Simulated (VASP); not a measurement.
Set up this calculation in VASP 6.6.1, as the native input.

```yaml
Task: relaxation of cell and atoms
Functional: PBE
Potentials_or_basis: VASP PAW PBE potentials, release 64 (Cs_sv, Os)
Cutoff: 600 eV
k_mesh: 4 × 4 × 4
Occupations: gaussian, width 0.1 eV
Spin: no spin polarisation
Dipole_correction: no
Further_INCAR_settings: ALGO = Normal; EDIFF = 1e-07; IBRION = 2; EDIFFG = -0.04; NSW = 90; ISIF = 3
```

The structure of CsOs3 lies in POSCAR:

```
CsOs3
1.0
    4.3701338015      0.0000000000      0.0000000000
    0.0000000000      4.3701338015      0.0000000000
    0.0000000000      0.0000000000      4.3701338015
Cs Os
1 3
Direct
    0.0000000000      0.0000000000      0.0000000000
    0.0000000000      0.5000000000      0.5000000000
    0.5000000000      0.0000000000      0.5000000000
    0.5000000000      0.5000000000      0.0000000000
```

These files were run (other wordings do the same):

INCAR

```
PREC = Accurate
ENCUT = 600
EDIFF = 1E-7
ISMEAR = 0
SIGMA = 0.1
LREAL = F
LASPH = T
NELM = 80
ALGO = Normal
ISIF = 3
LWAVE = F
LCHARG = F
GGA = PE
IBRION = 2
NSW = 90
EDIFFG = -0.04
```

KPOINTS

```
regular mesh
0
Gamma
  4 4 4
```

Potentials or basis: VASP PAW PBE potentials, release 64 (Cs_sv, Os).

Command:

```console
$ cat potpaw_PBE.64/Cs_sv/POTCAR potpaw_PBE.64/Os/POTCAR > POTCAR
$ mpirun -np 1 vasp_std > vasp.out
```

It gave:

```
Relaxed volume                        : 17.79 Å³/atom
Relaxed cell                          : a = 4.144 Å, b = 4.144 Å, c = 4.144 Å, α = 90.00°, β = 90.00°, γ = 90.00°
Space group after relaxing (to 0.1 Å) : Pm-3m (No. 221)
Energy gained by relaxing             : 196.0 meV/atom
Ionic steps                           : 4
Pressure after relaxing               : -0.3 GPa
Band gap on the k mesh                : zero (an odd number of electrons rules out a gap without spin polarisation)
```

Caveat: spin-orbit coupling is left out, which moves the levels of the heavy elements.

It took 42 s on 1 thread of Intel(R) Xeon(R) 6975P-C (Granite Rapids), on a shared host, peak memory 0.22 GiB.
